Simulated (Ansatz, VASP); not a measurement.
# Two plane-wave programs on LiCl

```
Li Cl
1.0
     3.20803    0.00000    0.00000
    -1.60402    2.77824    0.00000
     0.00000    0.00000    8.53411
Li Cl
2 2
Direct
  0.33333 0.66667 0.25000
  0.66667 0.33333 0.75000
  0.33333 0.66667 0.75000
  0.66667 0.33333 0.25000
```

Alike in both runs: task relaxation of cell and atoms; functional PBE; k mesh 6 × 6 × 2; occupations gaussian, width 0.1 eV; no spin polarisation.

```csv
,VASP,Ansatz
version,VASP 6.6.1,Ansatz 0.2.0
potentials or method,"VASP PAW PBE potentials, release 64 (Li_sv, Cl), cutoff 600 eV","scalar-relativistic, plane waves, PAW"
valence electrons in the cell,20,20
```

|  | VASP | Ansatz | Ansatz less VASP |
| --- | --- | --- | --- |
| gap on the k mesh at the Fermi level, each at its own relaxed structure (eV) | 5.62 | 5.55 | -0.073 |
| relaxed volume (Å³/atom) | 19.87 | 20.22 | +0.358 |
| relaxed length of the cell vector where the two differ most in proportion (Å) | 5.503 | 5.319 | -0.1844 |

Noted on VASP's run: the cutoff is under 1.25 times that of the potentials, so the pressure is a little rough.
